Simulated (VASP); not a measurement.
Set up this calculation in VASP 6.6.1, as the native input.

```yaml
Task: single point
Functional: PBEsol
Potentials_or_basis: VASP PAW PBE potentials, release 64 (Sn_d, O)
Cutoff: 520 eV
k_mesh: 6 × 6 × 8
Occupations: gaussian, width 0.02 eV
Spin: no spin polarisation
Dipole_correction: no
Further_INCAR_settings: ALGO = Normal; EDIFF = 1e-06; NBANDS = 35
```

The structure of SnO2 lies in POSCAR:

```
SnO2
1.0
    4.5538603052      0.0000000000      0.0000000000
    0.0000000000      4.5538603052      0.0000000000
    0.0000000000      0.0000000000      3.2991305312
Sn O
2 4
Direct
    0.5000000000      0.5000000000      0.5000000000
    0.0000000000      0.0000000000      0.0000000000
    0.1928403337      0.8071596663      0.5000000000
    0.8071596663      0.1928403337      0.5000000000
    0.3071596663      0.3071596663      0.0000000000
    0.6928403337      0.6928403337      0.0000000000
```

This cell differs from its parent crystal: biaxial strain in the a-b plane: -4.5 %.

One way to write it, as run:

INCAR

```
ALGO = Normal ; EDIFF = 1E-6
ENCUT = 520 ; GGA = PS
ISIF = 2 ; ISMEAR = 0
LASPH = True ; LCHARG = False
LREAL = False ; LWAVE = False
NBANDS = 35 ; NELM = 80
PREC = Accurate ; SIGMA = 0.02
```

KPOINTS

```
k-points
0
Gamma
  6 6 8
```

Potentials or basis: VASP PAW PBE potentials, release 64 (Sn_d, O).

Launch:

```bash
$ cat potpaw_PBE.64/Sn_d/POTCAR potpaw_PBE.64/O/POTCAR > POTCAR
$ mpirun -np 1 vasp_std > vasp.out
```

Results of the run:

- Pressure: 13.6 GPa
- Largest force: 0.097 eV/Å
- Band gap on the k mesh: 1.50 eV

Caveat: the cell differs from its parent crystal (biaxial strain in the a-b plane: -4.5 %); the cell stands under pressure; the PAW data sets were made with another functional, which shifts forces and pressure a little; spin-orbit coupling is left out, which moves the levels of the heavy elements.

Wall time 2.1 min on 1 thread of Intel Xeon 8259CL (shared host), peak memory 0.24 GiB.
